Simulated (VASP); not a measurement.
ZnO:

```
Zn O
1.0
     3.27991    0.00000    0.00000
    -1.63996    2.84049    0.00000
     0.00000    0.00000    5.29405
Zn O
2 2
Direct
  0.66667 0.33333 0.50061
  0.33333 0.66667 0.00061
  0.66667 0.33333 0.87970
  0.33333 0.66667 0.37970
```

Base run:

| Property | Result |
| --- | --- |
| Program | VASP 6.6.1 |
| Functional | r2SCAN |
| Potentials or basis | VASP PAW PBE potentials, release 64 (Zn, O) |
| Cutoff | 660 eV |
| k mesh | 6 × 6 × 4, shifted |
| Occupations | fermi-dirac, width 0.01 eV |
| Spin | no spin polarisation |

Its results: band gap on the k mesh 2.02 eV; pressure -5.3 GPa.

Problem. The run is repeated on the same cell with these changes: functional from r2SCAN to PBE; cutoff from 660 eV to 600 eV. What comes out?

Solution. Band gap on the k mesh 1.64 eV; pressure 0.7 GPa.

Caveats: a shifted mesh leaves out Γ, where band edges can lie; the cell stands under tension (at least some runs); the PAW data sets were made with another functional, which shifts forces and pressure a little (at least some runs).

A k mesh can miss the band edges.
